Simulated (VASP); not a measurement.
Here is a VASP 6.6.1 calculation.

File POSCAR:

```
ZnS
1.0
    0.0000000000      2.7217879845      2.7217879845
    2.7217879845      0.0000000000      2.7217879845
    2.7217879845      2.7217879845      0.0000000000
Zn S
1 1
Direct
    0.0000000000      0.0000000000      0.0000000000
    0.7500000000      0.7500000000      0.7500000000
```

Contents of INCAR.step1:

```
PREC = Accurate
ENCUT = 400
EDIFF = 1E-5
ISMEAR = 0
SIGMA = 0.01
LREAL = F
LASPH = T
NELM = 120
ALGO = Normal
ISIF = 2
LWAVE = T
GGA = PE
NBANDS = 16
GGA_COMPAT = F
```

File INCAR.step2:

```
PREC = Accurate
ENCUT = 400
EDIFF = 1E-6
ISMEAR = 0
SIGMA = 0.01
LREAL = F
LASPH = T
NELM = 120
ALGO = Normal
ISIF = 2
LWAVE = F
LCHARG = T
GGA = PE
LHFCALC = T
AEXX = 0.25
PRECFOCK = Normal
LELF = T
LVHAR = T
ISTART = 1
NBANDS = 16
GGA_COMPAT = F
```

KPOINTS

```
Automatic mesh
0
Gamma
  6 6 6
```

Potentials or basis: VASP PAW PBE potentials, release 64 (Zn, S).

Launch:

```sh
$ cat potpaw_PBE.64/Zn/POTCAR potpaw_PBE.64/S/POTCAR > POTCAR
$ cp INCAR.step1 INCAR
$ mpirun -np 1 vasp_std > vasp.out
$ cp INCAR.step2 INCAR
$ mpirun -np 1 vasp_std > vasp.out
```

(1) Estimate the band gap on the k mesh.

(2) Predict the pressure.

Answers

(1) 3.90 eV.

(2) -1.3 GPa.

Caveat: the PAW data sets were made with another functional, which shifts forces and pressure a little.
